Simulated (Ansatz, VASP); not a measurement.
## HfNbTe4 in VASP and in Ansatz

```
CELL_PARAMETERS angstrom
3.82223 0.00000 0.00000
-1.91112 3.31015 0.00000
0.00000 0.00000 14.31608
ATOMIC_POSITIONS crystal
Hf 0.00000 0.00000 0.50000
Nb 0.00000 0.00000 0.00000
Te 0.66667 0.33333 0.62866
Te 0.66667 0.33333 0.12454
Te 0.33333 0.66667 0.87546
Te 0.33333 0.66667 0.37134
```

Change from the starting cell: species swapped into the SrCaSi4 type (P-3m1, No. 164).

Alike in both runs: functional PBE; k mesh 12 × 12 × 4; occupations gaussian, width 0.1 eV; no spin polarisation.

Ansatz relaxed the structure, and its values are those at the end. VASP's run is a single point on that final structure, the one shown.

```csv
,VASP,Ansatz
version,VASP 6.6.1,Ansatz 0.2.0
potentials or method,"VASP PAW PBE potentials, release 64 (Hf_pv, Nb_sv, Te), cutoff 520 eV","scalar-relativistic, plane waves, PAW"
valence electrons in the cell,47,103
```

|  | VASP | Ansatz | Ansatz less VASP |
| --- | --- | --- | --- |
| gap on the k mesh at the Fermi level (eV) | none | none | - |
| pressure (GPa) | -0.1 | 0.0 | +0.12 |
| rms of the force components (eV/Å) | 0.008 | 0.001 | -0.0065 |

A gap of «none» marks a metal or a gap that the smearing closes. The functional is the same, so the differences come from potentials, cutoffs and numerics. VASP's potentials hold 47 valence electrons a cell and Ansatz's 103, so a difference there can come from the potentials and not from the codes.

Spin-orbit coupling is off throughout.
